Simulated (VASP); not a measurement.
# Ti5Si (P1) in VASP: a series of runs

Ti5Si is run at these levels: PBEsol; tasks: single point.

Program: VASP 6.6.1. These are calculated values, not measurements. Logs are shortened: lines on timing, memory, paths and dates and some standing lists are left out, and cuts for length are marked.

## Step 1: The cell of the first run

The typed cell holds 6 atoms: a = 5.350 Å, b = 5.288 Å, c = 5.276 Å, α = 56.77°, β = 56.68°, γ = 57.43°.

## Step 2: Single point, PBEsol

Input file INCAR:

```
  PREC = Accurate
  ENCUT = 520
  EDIFF = 1E-7
  ISMEAR = 0
  SIGMA = 0.1
  LREAL = F
  LASPH = T
  NELM = 80
  ALGO = Fast
  ISIF = 2
  LWAVE = F
  LCHARG = F
  GGA = PS
  NBANDS = 41
```

Input file KPOINTS:

```
regular mesh
0
Gamma
  4 4 4
```

Input file POSCAR:

```
Ti5Si
1.0
    2.5881446878      1.4632273258      4.4483080099
   -2.5230840997      1.4504458811      4.4155398125
    0.0214612383     -2.8797452988      4.4207959760
Ti Si
5 1
Direct
    0.1536244382      0.1798274727      0.1474436636
    0.6026145207      0.3887407449      0.0293315758
   -0.0331386840      0.6294481188      0.4008227114
    0.8265757420      0.8522278747      0.8467902262
    0.4015611026     -0.0222253565      0.6210530498
    0.5150708304      0.4990478380      0.4830431954
```

Potentials or basis: VASP PAW PBE potentials, release 64 (Ti_sv, Si).

Command:

```console
$ cat potpaw_PBE.64/Ti_sv/POTCAR potpaw_PBE.64/Si/POTCAR > POTCAR
$ mpirun -np 1 vasp_std > vasp.out
```

OUTCAR:

```text
PREC = Accurate
   ENCUT = 520
   EDIFF = 1E-7
   ISMEAR = 0
   LREAL = F
   LASPH = T
   NELM = 80
   ISIF = 2
   GGA = PS

 ion  position               nearest neighbor table
   1  0.154  0.180  0.147-   2 2.80   3 2.81   2 2.84   6 2.84   5 2.88   5 2.89   4 2.90   6 2.91
                             4 2.92   6 3.02
   2  0.603  0.389  0.029-   6 2.51   5 2.65   5 2.66   3 2.71   4 2.77   3 2.79   1 2.80   1 2.84
                             6 2.87   4 2.91
   3  0.967  0.629  0.401-   5 2.53   6 2.61   2 2.71   4 2.76   2 2.79   1 2.81   6 2.86   4 2.86

   4  0.827  0.852  0.847-   5 2.74   3 2.76   2 2.77   6 2.81   3 2.86   6 2.89   1 2.90   2 2.91
                             1 2.92
   5  0.402  0.978  0.621-   3 2.53   2 2.65   2 2.66   6 2.68   4 2.74   6 2.76   1 2.88   1 2.89

   6  0.515  0.499  0.483-   2 2.51   3 2.61   5 2.68   5 2.76   4 2.81   1 2.84   3 2.86   2 2.87
                             4 2.89   1 2.91   1 3.02

  LATTYP: Found a triclinic cell.
 ALAT       =     5.0224788958
 B/A-ratio  =     1.0176946309
 C/A-ratio  =     1.0504896382
 COS(alpha) =     0.0080743524
 COS(beta)  =     0.4735173296
 COS(gamma) =     0.5044701556

  Lattice vectors:

 A1 = (   2.5445453380,  -4.3301911799,   0.0052561635)
 A2 = (   5.1112287875,   0.0127814447,   0.0327681974)
 A3 = (   0.0214612383,  -2.8797452988,   4.4207959760)

Analysis of symmetry for initial positions (statically):
=====================================================================
 Subroutine PRICEL returns:
 Original cell was already a primitive cell.

 Routine SETGRP: Setting up the symmetry group for a
 triclinic supercell.

 Subroutine GETGRP returns: Found  1 space group operations
 (whereof  1 operations were pure point group operations)
 out of a pool of  2 trial point group operations.

The static configuration has the point symmetry C_1 .

Analysis of symmetry for dynamics (positions and initial velocities):
=====================================================================
 Subroutine PRICEL returns:
 Original cell was already a primitive cell.

 Routine SETGRP: Setting up the symmetry group for a
 triclinic supercell.

 Subroutine GETGRP returns: Found  1 space group operations
 (whereof  1 operations were pure point group operations)
 out of a pool of  2 trial point group operations.

The dynamic configuration has the point symmetry C_1 .

 Subroutine INISYM returns: Found  1 space group operations
 (whereof  1 operations are pure point group operations),
 and found     1 'primitive' translations

----------------------------------------------------------------------------------------

                                     Primitive cell

  volume of cell :      98.1472

  direct lattice vectors                    reciprocal lattice vectors
     2.588144688  1.463227326  4.448308010     0.194888490  0.114611578  0.073712881
    -2.523084100  1.450445881  4.415539812    -0.196425653  0.115603868  0.076258944
     0.021461238 -2.879745299  4.420795976     0.000090767 -0.230791262  0.075863714

  length of vectors
     5.350417861  5.288358768  5.276062038     0.237804386  0.240338757  0.242940153

  position of ions in fractional coordinates (direct lattice)
     0.153624438  0.179827473  0.147443664
     0.602614521  0.388740745  0.029331576
     0.966861316  0.629448119  0.400822711
     0.826575742  0.852227875  0.846790226
     0.401561103  0.977774643  0.621053050
     0.515070830  0.499047838  0.483043195

  ion indices of the primitive-cell ions
   primitive index   ion index
                 1           1
                 2           2
                 3           3
                 4           4
                 5           5
                 6           6

----------------------------------------------------------------------------------------

 KPOINTS: regular mesh

Automatic generation of k-mesh.
 Grid dimensions read from file:
 generate k-points for:    4    4    4

 Generating k-lattice:

  Cartesian coordinates                     Fractional coordinates (reciprocal lattice)
     0.048722122  0.028652895  0.018428220     0.250000000  0.000000000 -0.000000000
    -0.049106413  0.028900967  0.019064736     0.000000000  0.250000000  0.000000000
     0.000022692 -0.057697816  0.018965928     0.000000000  0.000000000  0.250000000

  Length of vectors
     0.059451097  0.060084689  0.060735038

  Shift w.r.t. Gamma in fractional coordinates (k-lattice)
     0.000000000  0.000000000  0.000000000

 Subroutine IBZKPT returns following result:
 ===========================================

 Found     36 irreducible k-points:

 Following reciprocal coordinates:
            Coordinates               Weight
  0.000000  0.000000  0.000000      1.000000
  0.250000 -0.000000  0.000000      2.000000
  0.500000 -0.000000  0.000000      1.000000
  0.000000  0.250000  0.000000      2.000000
  0.250000  0.250000 -0.000000      2.000000
  0.500000  0.250000 -0.000000      2.000000
[... 16 lines left out ...]
 -0.000000 -0.250000  0.250000      2.000000
  0.250000 -0.250000  0.250000      2.000000
 [... further k-points ...]
   k-points           NKPTS =     36   k-points in BZ     NKDIM =     36   number of bands    NBANDS=     41
   number of dos      NEDOS =    301   number of ions     NIONS =      6
   total plane-waves  NPLWV =  64000
   dimension x,y,z NGX =    40 NGY =   40 NGZ =   40
   dimension x,y,z NGXF=    80 NGYF=   80 NGZF=   80
   ions per type =               5   1
   NGX,Y,Z   is equivalent  to a cutoff of  12.43, 12.57, 12.60 a.u.
   NGXF,Y,Z  is equivalent  to a cutoff of  24.86, 25.15, 25.21 a.u.
 SYSTEM =  unknown system
   PREC   = accura    normal or accurate (medium, high low for compatibility)
   ISTART =      0    job   : 0-new  1-cont  2-samecut
   ICHARG =      2    charge: 1-file 2-atom 10-const
   ISPIN  =      1    spin polarized calculation?
   LNONCOLLINEAR =      F non collinear calculations
   LSORBIT =      F    spin-orbit coupling
   LASPH  =      T    aspherical Exc in radial PAW
   ENCUT  =  520.0 eV  38.22 Ry    6.18 a.u.   9.95  9.83  9.81*2*pi/ulx,y,z
   NELM   =     80;   NELMIN=  2; NELMDL= -5     # of ELM steps
   EDIFF  = 0.1E-06   stopping-criterion for ELM
   LREAL  =      F    real-space projection
   EDIFFG = 0.1E-05   stopping-criterion for IOM
   NSW    =      0    number of steps for IOM
   IBRION =     -1    ionic relax: 0-MD 1-quasi-New 2-CG
   NFREE  =      0    steps in history (QN), initial steepest desc. (CG)
   ISIF   =      2    stress and relaxation
   ISYM   =      2    0-nonsym 1-usesym 2-fastsym
   POTIM  = 0.5000    time-step for ionic-motion
   TEBEG  =    0.0;   TEEND  =   0.0 temperature during run
   PSTRESS=    0.0 pullay stress
   NELECT =      64.0000    total number of electrons
   NUPDOWN=      -1.0000    fix difference up-down
   EMIN   =  10.00;   EMAX   =-10.00  energy-range for DOS
   EFERMI =   0.00;   METHOD = LEGACY
   ISMEAR =     0;   SIGMA  =   0.10  broadening in eV -4-tet -1-fermi 0-gaus
   EFERMI_NEDOS =   21; number of points for ismear=-14 and -15
   IALGO  =     68    algorithm
   IMIX   =      4    mixing-type and parameters
     AMIX     =   0.40;   BMIX     =  1.00
     AMIX_MAG =   1.60;   BMIX_MAG =  1.00
  volume/ion in A,a.u.               =      16.36       110.39
  Fermi-wavevector in a.u.,A,eV,Ry     =   1.419631  2.682714 27.420541  2.015353
  Thomas-Fermi vector in A             =   2.540631
   LORBIT       =      0    0 simple, 1 ext, 2 COOP (PROOUT), +10 PAW based schemes
   GGA     = PS    functional components
   LHFCALC =     F    Hartree Fock is set to
   AEXX    =    0.0000 exact exchange contribution
   IVDW    =     0    specifies the selected vdW correction
   LEPSILON=     F    determine dielectric tensor
   LRPA    =     F    only Hartree local field effects (RPA)
 non-spin polarized calculation
 RMM-DIIS sequential band-by-band and
 Gauss-broadening in eV      SIGMA  =   0.10
  energy-cutoff  :      520.00
  volume of cell :       98.15
 maximum number of plane-waves:      2665
   NGX = 19   NGY = 19   NGZ = 19

 number of electron      64.0000000 magnetization

 Free energy of the ion-electron system (eV)
  ---------------------------------------------------
  ext. energy  EPLUGINS =         0.00000000
  ---------------------------------------------------
  free energy    TOTEN  =       -48.97441014 eV

  energy without entropy =      -48.95287146  energy(sigma->0) =      -48.96364080

 E-fermi :   8.6428     XC(G=0): -11.7010

 val. band max:        8.6338312177   @ k =   0.5000   0.5000  -0.0000
 cond. band min:       8.6429763733   @ k =   0.2500   0.2500   0.2500
 fundamental gap:      0.0091451556
 Fermi energy:         8.6428424639

 k-point     1 :       0.0000    0.0000    0.0000
  band No.  band energies     occupation
      1     -47.8922      2.00000
      2     -47.7942      2.00000
      3     -47.6867      2.00000
      4     -47.5707      2.00000
      5     -47.5242      2.00000
      6     -24.5364      2.00000
[... 33 lines left out ...]
     40      10.3083      0.00000
     41      10.5559      0.00000

 k-point     2 :       0.2500   -0.0000    0.0000
  band No.  band energies     occupation
      1     -47.8801      2.00000
      2     -47.8002      2.00000
      3     -47.6787      2.00000
      4     -47.5868      2.00000
      5     -47.5228      2.00000
      6     -24.5057      2.00000
[... 33 lines left out ...]
     40      10.4871      0.00000
     41      10.6650      0.00000

 k-point     3 :       0.5000   -0.0000    0.0000
  band No.  band energies     occupation
      1     -47.8656      2.00000
      2     -47.8086      2.00000
      3     -47.6658      2.00000
      4     -47.6076      2.00000
      5     -47.5216      2.00000
      6     -24.5045      2.00000
[... 33 lines left out ...]
     40      10.4622      0.00000
     41      10.6708      0.00000

 k-point     4 :       0.0000    0.2500    0.0000
  band No.  band energies     occupation
      1     -47.8803      2.00000
      2     -47.8007      2.00000
      3     -47.6769      2.00000
      4     -47.5743      2.00000
      5     -47.5365      2.00000
      6     -24.5265      2.00000
[... 825 lines left out ...]
     40      10.4035      0.00000
     41      10.6540      0.00000

 k-point    23 :      -0.0000   -0.2500    0.2500
  band No.  band energies     occupation
      1     -47.8694      2.00000
      2     -47.8043      2.00000
      3     -47.6671      2.00000
      4     -47.5797      2.00000
      5     -47.5491      2.00000
      6     -24.4739      2.00000
[... 33 lines left out ...]
     40      10.4198      0.00000
     41      10.7718      0.00000

 k-point    24 :       0.2500   -0.2500    0.2500
  band No.  band energies     occupation
      1     -47.8649      2.00000
      2     -47.8053      2.00000
      3     -47.6681      2.00000
      4     -47.5838      2.00000
      5     -47.5477      2.00000
      6     -24.4862      2.00000
[... 33 lines left out ...]
     40      10.4767      0.00000
     41      10.7767      0.00000

 [... further k-points ...]

------------------------ aborting loop because EDIFF is reached ----------------------------------------

  FORCE on cell =-STRESS in cart. coord.  units (eV):
  Direction    XX          YY          ZZ          XY          YZ          ZX
  --------------------------------------------------------------------------------------
  -------------------------------------------------------------------------------------
  Total       -2.9906932     -2.0678192     -0.3264812      1.1167564     -0.9062084     -1.1783198
  in kB      -48.8207703    -33.7555608     -5.3295544     18.2301912    -14.7931566    -19.2351665
  external PRESSURE =     -29.3019619 kB  Pullay stress =       0.0000000 kB

 VOLUME and BASIS-vectors are now :
 -----------------------------------------------------------------------------
  energy-cutoff  :      520.00
  volume of cell :       98.15
      direct lattice vectors                 reciprocal lattice vectors
     2.588144688  1.463227326  4.448308010     0.194888490  0.114611578  0.073712881
    -2.523084100  1.450445881  4.415539812    -0.196425653  0.115603868  0.076258944
     0.021461238 -2.879745299  4.420795976     0.000090767 -0.230791262  0.075863714

 POSITION                                       TOTAL-FORCE (eV/Angst)
 -----------------------------------------------------------------------------------
     -0.05295      0.06102      2.12922         0.162614     -0.138699     -0.580287
      0.57946      1.36114      4.52678         0.237740      0.781761     -1.120270
      0.92283      1.17345      8.85221         1.554916      0.451792      0.541094
      0.00723      0.00704     11.18340        -0.000119      0.073098      0.995434
     -1.41438      0.21731      8.84922        -1.455925     -0.140867     -0.269502
      0.08430      0.08647      6.63019        -0.499227     -1.027086      0.433531
 -----------------------------------------------------------------------------------
    total drift:                                0.000364      0.000103      0.000283

  FREE ENERGIE OF THE ION-ELECTRON SYSTEM (eV)
  ---------------------------------------------------
  free  energy   TOTEN  =       -48.9744101397 eV

  energy  without entropy=      -48.9528714614  energy(sigma->0) =      -48.96364080
```

Run time: 13 min. Hardware: 1 thread of Intel Xeon Platinum 8259CL at 2.50GHz (Skylake/Cascade Lake), shared host; peak memory 0.31 GiB.

What came out:

```
Free energy            : -48.9744 eV
Pressure               : -2.9 GPa
Largest force          : 1.707 eV/Å
Band gap on the k mesh : zero (bands 32 and 33 overlap by 0.42 eV)
```

Forces in eV/Å, atoms in the order of the input:
```
Ti   0.163 -0.139 -0.580
Ti   0.238  0.782 -1.120
Ti   1.555  0.452  0.541
Ti   0.000  0.073  0.995
Ti  -1.456 -0.141 -0.270
Si  -0.499 -1.027  0.434
```

Levels at points of the mesh, in eV from the Fermi level:
| k point | band 28 | band 29 | band 30 | band 31 | band 32 | band 33 | band 34 | band 35 | band 36 | band 37 |
| --- | --- | --- | --- | --- | --- | --- | --- | --- | --- | --- |
| (0.00, 0.00, 0.00) | -0.97 | -0.91 | -0.86 | -0.62 | -0.21 | -0.08 | 0.21 | 0.66 | 1.24 | 1.26 |
| (0.50, 0.00, 0.00) | -1.46 | -1.17 | -0.77 | -0.51 | 0.15 | 0.44 | 0.61 | 0.79 | 0.92 | 1.10 |
| (0.00, 0.50, 0.00) | -1.40 | -0.93 | -0.82 | -0.63 | 0.09 | 0.32 | 0.38 | 0.78 | 0.85 | 1.22 |
| (0.50, 0.50, 0.00) | -1.48 | -1.20 | -0.76 | -0.34 | -0.10 | -0.01 | 0.50 | 0.70 | 0.91 | 1.37 |
| (0.00, 0.00, 0.50) | -1.32 | -1.07 | -0.75 | -0.59 | 0.28 | 0.33 | 0.45 | 0.71 | 0.95 | 1.25 |
| (0.50, 0.00, 0.50) | -1.39 | -1.14 | -0.51 | -0.37 | -0.07 | 0.11 | 0.58 | 0.67 | 0.78 | 1.26 |
| (0.00, 0.50, 0.50) | -1.56 | -1.43 | -0.73 | -0.36 | -0.07 | -0.02 | 0.54 | 0.72 | 1.19 | 1.44 |
| (0.50, 0.50, 0.50) | -1.35 | -0.99 | -0.73 | -0.57 | -0.06 | 0.34 | 0.50 | 0.62 | 0.95 | 1.32 |

Caveat: the k points lie up to 0.38 Å⁻¹ apart; the PAW data sets were made with another functional, which shifts forces and pressure a little.

## Step 3: Single point, PBEsol

Input file INCAR:

```
PREC = Accurate ; ENCUT = 520
EDIFF = 1E-7 ; ISMEAR = 0
SIGMA = 0.1 ; LREAL = F
LASPH = T ; NELM = 60
ALGO = Fast ; ISIF = 2
LWAVE = F ; LCHARG = T
GGA = PS ; LELF = T
LVHAR = T ; NBANDS = 41
```

Input file KPOINTS:

```
regular mesh
0
Gamma
  6 6 6
```

POSCAR is that of step 2.

Potentials or basis: VASP PAW PBE potentials, release 64 (Ti_sv, Si).

Command:

```console
$ cat potpaw_PBE.64/Ti_sv/POTCAR potpaw_PBE.64/Si/POTCAR > POTCAR
$ mpirun -np 1 vasp_std > vasp.out
```

Wall time 42 min (1 thread of Intel Xeon Platinum 8259CL at 2.50GHz (Skylake/Cascade Lake), shared host); peak memory 0.48 GiB.

Results (log left out):

| Item | Value |
| --- | --- |
| Free energy | -48.9655 eV |
| Pressure | -2.9 GPa |
| Largest force | 1.668 eV/Å |
| Band gap on the k mesh | zero (bands 32 and 33 overlap by 0.38 eV) |

Forces in eV/Å, atoms in the order of the input:
```
Ti   0.141 -0.142 -0.568
Ti   0.250  0.800 -1.125
Ti   1.516  0.447  0.534
Ti   0.012  0.083  0.976
Ti  -1.425 -0.161 -0.258
Si  -0.494 -1.028  0.440
```

Stress tensor (GPa, compression positive):
```
-4.85  1.79 -1.94
 1.79 -3.24 -1.43
-1.94 -1.43 -0.71
```

Levels at points of the mesh, in eV from the Fermi level:
```
           k point  band 28  band 29  band 30  band 31  band 32  band 33  band 34  band 35  band 36  band 37
(0.00, 0.00, 0.00)    -0.98    -0.92    -0.87    -0.63    -0.22    -0.09     0.20     0.65     1.23     1.25
(0.50, 0.00, 0.00)    -1.47    -1.17    -0.78    -0.52     0.15     0.43     0.61     0.78     0.91     1.10
(0.00, 0.50, 0.00)    -1.41    -0.94    -0.83    -0.63     0.09     0.31     0.38     0.78     0.84     1.21
(0.50, 0.50, 0.00)    -1.48    -1.21    -0.76    -0.35    -0.11    -0.02     0.49     0.69     0.90     1.37
(0.00, 0.00, 0.50)    -1.33    -1.08    -0.75    -0.59     0.28     0.33     0.44     0.70     0.94     1.24
(0.50, 0.00, 0.50)    -1.39    -1.15    -0.52    -0.38    -0.08     0.10     0.57     0.66     0.77     1.26
(0.00, 0.50, 0.50)    -1.57    -1.44    -0.74    -0.36    -0.08    -0.03     0.53     0.72     1.18     1.43
(0.50, 0.50, 0.50)    -1.36    -1.00    -0.73    -0.58    -0.07     0.34     0.50     0.61     0.95     1.32
```

Caveat: the PAW data sets were made with another functional, which shifts forces and pressure a little.
